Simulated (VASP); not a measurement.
# Pd (Fm-3m) in VASP: a series of runs

Pd is run at these levels: PBEsol; tasks: single point.

All numbers are computed with VASP 6.6.1; they aren't measurements. Logs are shortened: lines on timing, memory, paths and dates and some standing lists are left out, and cuts for length are marked.

### 1 The cell of the first run

The structure is cubic, space group Fm-3m (No. 225). Conventional cell: a = 3.879 Å, b = 3.879 Å, c = 3.879 Å, α = 90.00°, β = 90.00°, γ = 90.00°. Pd (site symmetry m-3m) has 12 Pd at 2.74 Å within 3.6 Å.

### 2 Single point, PBEsol

INCAR reads:

```
PREC = Accurate
ENCUT = 520
EDIFF = 1E-6
ISMEAR = -1
SIGMA = 0.1
LREAL = False
LASPH = True
NELM = 80
ALGO = Normal
ISIF = 2
LWAVE = False
LCHARG = False
GGA = PS
NBANDS = 11
```

KPOINTS reads:

```
regular mesh
0
Gamma
  16 16 16
```

POSCAR reads:

```
Pd
1.0
    0.0000000000      1.9393665449      1.9393665449
    1.9393665449      0.0000000000      1.9393665449
    1.9393665449      1.9393665449      0.0000000000
Pd
1
Direct
    0.0000000000      0.0000000000      0.0000000000
```

Potentials or basis: VASP PAW PBE potentials, release 64 (Pd).

Launch:

```console
$ cat potpaw_PBE.64/Pd/POTCAR > POTCAR
$ mpirun -np 1 vasp_std > vasp.out
```

OUTCAR:

```text
PREC = Accurate
   ENCUT = 520
   EDIFF = 1E-6
   ISMEAR = -1
   LREAL = False
   LASPH = True
   NELM = 80
   ISIF = 2
   GGA = PS

 ion  position               nearest neighbor table
   1  0.000  0.000  0.000-

  LATTYP: Found a face centered cubic cell.
 ALAT       =     3.8787330898

  Lattice vectors:

 A1 = (   0.0000000000,   1.9393665449,   1.9393665449)
 A2 = (   1.9393665449,   0.0000000000,   1.9393665449)
 A3 = (   1.9393665449,   1.9393665449,   0.0000000000)

Analysis of symmetry for initial positions (statically):
=====================================================================
 Subroutine PRICEL returns:
 Original cell was already a primitive cell.

 Routine SETGRP: Setting up the symmetry group for a
 face centered cubic supercell.

 Subroutine GETGRP returns: Found 48 space group operations
 (whereof 48 operations were pure point group operations)
 out of a pool of 48 trial point group operations.

The static configuration has the point symmetry O_h .

Analysis of symmetry for dynamics (positions and initial velocities):
=====================================================================
 Subroutine PRICEL returns:
 Original cell was already a primitive cell.

 Routine SETGRP: Setting up the symmetry group for a
 face centered cubic supercell.

 Subroutine GETGRP returns: Found 48 space group operations
 (whereof 48 operations were pure point group operations)
 out of a pool of 48 trial point group operations.

The dynamic configuration has the point symmetry O_h .

 Subroutine INISYM returns: Found 48 space group operations
 (whereof 48 operations are pure point group operations),
 and found     1 'primitive' translations

----------------------------------------------------------------------------------------

                                     Primitive cell

  volume of cell :      14.5885

  direct lattice vectors                    reciprocal lattice vectors
     0.000000000  1.939366545  1.939366545    -0.257816142  0.257816142  0.257816142
     1.939366545  0.000000000  1.939366545     0.257816142 -0.257816142  0.257816142
     1.939366545  1.939366545  0.000000000     0.257816142  0.257816142 -0.257816142

  length of vectors
     2.742678470  2.742678470  2.742678470     0.446550656  0.446550656  0.446550656

  position of ions in fractional coordinates (direct lattice)
     0.000000000  0.000000000  0.000000000

  ion indices of the primitive-cell ions
   primitive index   ion index
                 1           1

----------------------------------------------------------------------------------------

 KPOINTS: regular mesh

Automatic generation of k-mesh.
 Grid dimensions read from file:
 generate k-points for:   16   16   16

 Generating k-lattice:

  Cartesian coordinates                     Fractional coordinates (reciprocal lattice)
    -0.016113509  0.016113509  0.016113509     0.062500000  0.000000000  0.000000000
     0.016113509 -0.016113509  0.016113509     0.000000000  0.062500000  0.000000000
     0.016113509  0.016113509 -0.016113509     0.000000000  0.000000000  0.062500000

  Length of vectors
     0.027909416  0.027909416  0.027909416

  Shift w.r.t. Gamma in fractional coordinates (k-lattice)
     0.000000000  0.000000000  0.000000000

 Subroutine IBZKPT returns following result:
 ===========================================

 Found    145 irreducible k-points:

 Following reciprocal coordinates:
            Coordinates               Weight
  0.000000  0.000000  0.000000      1.000000
  0.062500  0.000000  0.000000      8.000000
  0.125000  0.000000  0.000000      8.000000
  0.187500  0.000000  0.000000      8.000000
  0.250000  0.000000  0.000000      8.000000
  0.312500  0.000000  0.000000      8.000000
[... 16 lines left out ...]
 -0.125000  0.062500  0.000000     24.000000
 -0.062500  0.062500  0.000000     12.000000
 [... further k-points ...]
   k-points           NKPTS =    145   k-points in BZ     NKDIM =    145   number of bands    NBANDS=     11
   number of dos      NEDOS =    301   number of ions     NIONS =      1
   total plane-waves  NPLWV =   8000
   dimension x,y,z NGX =    20 NGY =   20 NGZ =   20
   dimension x,y,z NGXF=    40 NGYF=   40 NGZF=   40
   ions per type =               1
   NGX,Y,Z   is equivalent  to a cutoff of  12.12, 12.12, 12.12 a.u.
   NGXF,Y,Z  is equivalent  to a cutoff of  24.25, 24.25, 24.25 a.u.
 SYSTEM =  unknown system
   PREC   = accura    normal or accurate (medium, high low for compatibility)
   ISTART =      0    job   : 0-new  1-cont  2-samecut
   ICHARG =      2    charge: 1-file 2-atom 10-const
   ISPIN  =      1    spin polarized calculation?
   LNONCOLLINEAR =      F non collinear calculations
   LSORBIT =      F    spin-orbit coupling
   LASPH  =      T    aspherical Exc in radial PAW
   ENCUT  =  520.0 eV  38.22 Ry    6.18 a.u.   5.10  5.10  5.10*2*pi/ulx,y,z
   NELM   =     80;   NELMIN=  2; NELMDL= -5     # of ELM steps
   EDIFF  = 0.1E-05   stopping-criterion for ELM
   LREAL  =      F    real-space projection
   EDIFFG = 0.1E-04   stopping-criterion for IOM
   NSW    =      0    number of steps for IOM
   IBRION =     -1    ionic relax: 0-MD 1-quasi-New 2-CG
   NFREE  =      0    steps in history (QN), initial steepest desc. (CG)
   ISIF   =      2    stress and relaxation
   ISYM   =      2    0-nonsym 1-usesym 2-fastsym
   POTIM  = 0.5000    time-step for ionic-motion
   TEBEG  =    0.0;   TEEND  =   0.0 temperature during run
   PSTRESS=    0.0 pullay stress
   NELECT =      10.0000    total number of electrons
   NUPDOWN=      -1.0000    fix difference up-down
   EMIN   =  10.00;   EMAX   =-10.00  energy-range for DOS
   EFERMI =   0.00;   METHOD = LEGACY
   ISMEAR =    -1;   SIGMA  =   0.10  broadening in eV -4-tet -1-fermi 0-gaus
   EFERMI_NEDOS =   21; number of points for ismear=-14 and -15
   IALGO  =     38    algorithm
   IMIX   =      4    mixing-type and parameters
     AMIX     =   0.40;   BMIX     =  1.00
     AMIX_MAG =   1.60;   BMIX_MAG =  1.00
  volume/ion in A,a.u.               =      14.59        98.45
  Fermi-wavevector in a.u.,A,eV,Ry     =   1.443461  2.727745 28.348806  2.083578
  Thomas-Fermi vector in A             =   2.561866
   LORBIT       =      0    0 simple, 1 ext, 2 COOP (PROOUT), +10 PAW based schemes
   GGA     = PS    functional components
   LHFCALC =     F    Hartree Fock is set to
   AEXX    =    0.0000 exact exchange contribution
   IVDW    =     0    specifies the selected vdW correction
   LEPSILON=     F    determine dielectric tensor
   LRPA    =     F    only Hartree local field effects (RPA)
 non-spin polarized calculation
  energy-cutoff  :      520.00
  volume of cell :       14.59
 maximum number of plane-waves:       411
   NGX = 11   NGY = 11   NGZ = 11

 number of electron      10.0000001 magnetization

 Free energy of the ion-electron system (eV)
  ---------------------------------------------------
  ext. energy  EPLUGINS =         0.00000000
  ---------------------------------------------------
  free energy    TOTEN  =        -5.99393638 eV

  energy without entropy =       -5.93114356  energy(sigma->0) =       -5.96253997

 E-fermi :   9.8538     XC(G=0): -13.4481

 val. band max:        9.8524333216   @ k =   0.5000   0.1875   0.0000
 cond. band min:       9.8642992050   @ k =   0.4375   0.3750   0.0000
 fundamental gap:      0.0118658834
 Fermi energy:         9.8538321499

 k-point     1 :       0.0000    0.0000    0.0000
  band No.  band energies     occupation
      1       2.4816      2.00000
      2       6.9098      2.00000
      3       6.9098      2.00000
      4       6.9098      2.00000
      5       8.5689      1.99999
      6       8.5689      1.99999
      7      26.9410      0.00000
      8      31.7706      0.00000
      9      31.7706      0.00000
     10      31.7706      0.00000
     11      35.8794      0.00000

 k-point     2 :       0.0625    0.0000    0.0000
  band No.  band energies     occupation
      1       2.6251      2.00000
      2       6.8577      2.00000
      3       6.9602      2.00000
      4       6.9602      2.00000
      5       8.5445      2.00000
      6       8.5445      2.00000
      7      27.0972      0.00000
      8      30.8372      0.00000
      9      31.9388      0.00000
     10      31.9388      0.00000
     11      35.9351      0.00000

 k-point     3 :       0.1250    0.0000    0.0000
  band No.  band energies     occupation
      1       3.0350      2.00000
      2       6.7347      2.00000
      3       7.0859      2.00000
      4       7.0859      2.00000
      5       8.4997      2.00000
      6       8.4997      2.00000
      7      27.4035      0.00000
      8      29.0675      0.00000
      9      32.4094      0.00000
     10      32.4094      0.00000
     11      35.9619      0.00000

 k-point     4 :       0.1875    0.0000    0.0000
  band No.  band energies     occupation
      1       3.6289      2.00000
      2       6.6536      2.00000
      3       7.2033      2.00000
      4       7.2033      2.00000
      5       8.5242      2.00000
      6       8.5242      2.00000
      7      26.5105      0.00000
      8      28.2023      0.00000
      9      33.0591      0.00000
     10      33.0591      0.00000
     11      35.7908      0.00000

 k-point     5 :       0.2500    0.0000    0.0000
  band No.  band energies     occupation
      1       4.1944      2.00000
      2       6.8543      2.00000
      3       7.2102      2.00000
      4       7.2102      2.00000
      5       8.7187      1.99998
      6       8.7187      1.99998
      7      24.3615      0.00000
      8      28.0144      0.00000
      9      33.5183      0.00000
     10      33.5183      0.00000
     11      35.5968      0.00000
[... 211 lines left out ...]
 k-point    21 :      -0.2500    0.0625    0.0000
  band No.  band energies     occupation
      1       4.4411      2.00000
      2       6.8316      2.00000
      3       7.2126      2.00000
      4       7.2595      2.00000
      5       8.5558      2.00000
      6       9.2235      1.99635
      7      23.6801      0.00000
      8      27.8116      0.00000
      9      31.7031      0.00000
     10      34.4513      0.00000
     11      35.3292      0.00000

 k-point    22 :      -0.1875    0.0625    0.0000
  band No.  band energies     occupation
      1       3.9536      2.00000
      2       6.5535      2.00000
      3       7.2597      2.00000
      4       7.2935      2.00000
      5       8.3154      2.00000
      6       8.8552      1.99991
      7      25.9160      0.00000
      8      28.1136      0.00000
      9      31.9126      0.00000
     10      34.4060      0.00000
     11      34.4518      0.00000

 k-point    23 :      -0.1250    0.0625    0.0000
  band No.  band energies     occupation
      1       3.3385      2.00000
      2       6.6114      2.00000
      3       7.1771      2.00000
      4       7.2024      2.00000
      5       8.3132      2.00000
      6       8.6621      1.99999
      7      27.4931      0.00000
      8      28.4398      0.00000
      9      31.6098      0.00000
     10      33.3711      0.00000
     11      35.7937      0.00000

 k-point    24 :      -0.0625    0.0625    0.0000
  band No.  band energies     occupation
      1       2.8584      2.00000
      2       6.7580      2.00000
      3       7.0298      2.00000
      4       7.0681      2.00000
      5       8.4301      2.00000
      6       8.5933      1.99999
      7      27.3253      0.00000
      8      29.9459      0.00000
      9      31.5683      0.00000
     10      32.5185      0.00000
     11      35.9568      0.00000

 [... further k-points ...]

------------------------ aborting loop because EDIFF is reached ----------------------------------------

  FORCE on cell =-STRESS in cart. coord.  units (eV):
  Direction    XX          YY          ZZ          XY          YZ          ZX
  --------------------------------------------------------------------------------------
  -------------------------------------------------------------------------------------
  Total       -0.0332582     -0.0332582     -0.0332582      0.0000000      0.0000000      0.0000000
  in kB       -3.6525829     -3.6525829     -3.6525829      0.0000000      0.0000000      0.0000000
  external PRESSURE =      -3.6525829 kB  Pullay stress =       0.0000000 kB

 VOLUME and BASIS-vectors are now :
 -----------------------------------------------------------------------------
  energy-cutoff  :      520.00
  volume of cell :       14.59
      direct lattice vectors                 reciprocal lattice vectors
     0.000000000  1.939366545  1.939366545    -0.257816142  0.257816142  0.257816142
     1.939366545  0.000000000  1.939366545     0.257816142 -0.257816142  0.257816142
     1.939366545  1.939366545  0.000000000     0.257816142  0.257816142 -0.257816142

 POSITION                                       TOTAL-FORCE (eV/Angst)
 -----------------------------------------------------------------------------------
      0.00000      0.00000      0.00000         0.000000      0.000000      0.000000
 -----------------------------------------------------------------------------------
    total drift:                                0.000000      0.000000      0.000000

  FREE ENERGIE OF THE ION-ELECTRON SYSTEM (eV)
  ---------------------------------------------------
  free  energy   TOTEN  =        -5.9939363842 eV

  energy  without entropy=       -5.9311435604  energy(sigma->0) =       -5.96253997
```

Run time: 11 s. Hardware: 1 thread of Intel Xeon Platinum 8488C (Sapphire Rapids), shared host; peak memory 0.14 GiB.

Results:

```yaml
Free_energy: -5.9939 eV
Pressure: -0.4 GPa
Band_gap_on_the_k_mesh: zero (band 5 reaches 10.12 eV, above the bottom of band 6 at 8.50 eV)
```

Caveat: the PAW data sets were made with another functional, which shifts forces and pressure a little.

(Continued in part 2 of 2.)
